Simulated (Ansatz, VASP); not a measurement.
One calculation of CaO, two programs

```
Ca O
1.0
     2.41535   -2.41540    0.00000
     2.41535    2.41540    0.00000
     0.00000    0.00000    9.66284
Ca O
4 4
Direct
  0.25001 0.74999 0.12500
  0.74999 0.25001 0.87500
  0.24999 0.75001 0.62500
  0.75001 0.24999 0.37500
  0.24999 0.75001 0.37500
  0.75001 0.24999 0.62500
  0.25001 0.74999 0.87500
  0.74999 0.25001 0.12500
```

Alike in both runs: functional PBE; k mesh 8 × 8 × 4; occupations gaussian, width 0.02 eV; no spin polarisation.

Ansatz relaxed the structure, and its values are those at the end. VASP's run is a single point on that final structure, the one shown.

|  | VASP | Ansatz |
| --- | --- | --- |
| version | VASP 6.6.1 | Ansatz 0.2.0 |
| potentials or method | VASP PAW PBE potentials, release 64 (Ca_sv, O), cutoff 520 eV | scalar-relativistic, plane waves, PAW |
| valence electrons in the cell | 64 | 64 |

VASP gave:

```
gap on the k mesh at the Fermi level (eV) : 3.64
least direct gap on the mesh (eV)         : 3.64
pressure (GPa)                            : 0.6
```

Task: What did Ansatz give for the same quantities?

Result: gap on the k mesh at the Fermi level (eV): 3.66; least direct gap on the mesh (eV): 3.66; pressure (GPa): 0.0.

With one functional, cell and mesh, what is left measures potentials, basis and numerics. Ansatz's warnings: near symmetry operation missed by atoms.
